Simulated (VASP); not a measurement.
GaN, 2 atoms in the cell. It takes space group F-43m (No. 216, cubic). Conventional cell: a = 4.507 Å, b = 4.507 Å, c = 4.507 Å, α = 90.00°, β = 90.00°, γ = 90.00°. Within 2.6 Å of Ga (site symmetry -43m) lie 4 N at 1.95 Å. N (site symmetry -43m) has 4 Ga at 1.95 Å within 2.6 Å. 

* Program: VASP 6.6.1
* Task: single point
* Functional: PBE
* Potentials or basis: VASP PAW PBE potentials, release 64 (Ga_d, N)
* Cutoff: 600 eV
* k mesh: 4 × 4 × 4
* Occupations: fermi-dirac, width 0.01 eV
* Spin: no spin polarisation
* Dipole correction: no
* Further INCAR settings: ALGO = Normal; EDIFF = 1e-06; NBANDS = 16

Potentials or basis: VASP PAW PBE potentials, release 64 (Ga_d, N).

Run with:

```console
$ cat potpaw_PBE.64/Ga_d/POTCAR potpaw_PBE.64/N/POTCAR > POTCAR
$ mpirun -np 1 vasp_std > vasp.out
```

Hardware: 1 thread of Intel Xeon 8259CL (shared host).

Question: Estimate the wall time of this run.

Answer: Run time: 9 s on 1 thread of Intel Xeon 8259CL, with other jobs on the host, peak memory 0.15 GiB. Counts: scf iterations 13, k points 8.
